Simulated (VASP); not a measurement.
# Ta16H (a cell with a defect): single point with PBE

System: Ta16H (a cell with a defect).

```xyz
17
Lattice="6.6200 0.0000 0.0000 0.0000 6.6200 0.0000 0.0000 0.0000 6.6200" Properties=species:S:1:pos:R:3 pbc="T T T"
Ta   -0.0565   -0.0018   -0.0388
Ta    3.3720   -0.0017   -0.0390
Ta    0.0057    3.3083    0.0046
Ta   -0.0027   -0.0017    3.3197
Ta    1.6576    1.7121    1.6890
Ta    3.3097    3.3083    0.0045
Ta    3.3180   -0.0017    3.3198
Ta    4.9676    1.6501    1.6458
Ta    0.0137    3.3083    3.3148
Ta    1.6576    4.9043    1.6891
Ta    1.6576    1.6589    4.9505
Ta    3.3013    3.3083    3.3149
Ta    4.9676    4.9665    1.6458
Ta    4.9678    1.6423    4.9554
Ta    1.6576    4.9577    4.9504
Ta    4.9677    4.9743    4.9554
H     1.6583   -0.0016    0.8239
```

| Item | Value |
| --- | --- |
| Program | VASP 6.6.1 |
| Task | single point |
| Functional | PBE |
| Potentials or basis | VASP PAW PBE potentials, release 64 (Ta_pv, H) |
| Cutoff | 520 eV |
| k mesh | 3 × 3 × 3 |
| Occupations | gaussian, width 0.1 eV |
| Spin | no spin polarisation |

```
Pressure               : 3.8 GPa
Largest force          : 0.018 eV/Å
Band gap on the k mesh : zero (an odd number of electrons rules out a gap without spin polarisation)
```

Forces on the atoms (eV/Å):
```
Ta  -0.003  0.000  0.001
Ta   0.005  0.000  0.001
Ta  -0.008 -0.001 -0.013
Ta  -0.010  0.000 -0.011
Ta   0.000  0.005 -0.001
Ta   0.009  0.000 -0.012
Ta   0.010 -0.001 -0.012
Ta   0.000  0.010  0.012
Ta  -0.010  0.000 -0.013
Ta   0.000 -0.002 -0.002
Ta   0.000  0.009  0.012
Ta   0.011  0.000 -0.013
Ta   0.000 -0.010  0.013
Ta  -0.001  0.010  0.012
Ta   0.000 -0.009  0.013
Ta  -0.001 -0.009  0.012
H   -0.003 -0.002  0.003
```

Stress tensor (GPa, compression positive):
```
3.68 0.00 0.00
0.00 3.67 0.00
0.00 0.00 4.17
```

Levels at points of the mesh, in eV from the Fermi level:
```tsv
k point	band 85	band 86	band 87	band 88	band 89	band 90	band 91	band 92
(0.00, 0.00, 0.00)	0.75	1.13	1.18	1.18	1.22	1.22	1.24	1.30
```

Wall time 19 min on 1 thread of Oxide Virtual Turin-like Processor (shared host), peak memory 0.48 GiB.

Caveat: spin-orbit coupling is left out, which moves the levels of the heavy elements.
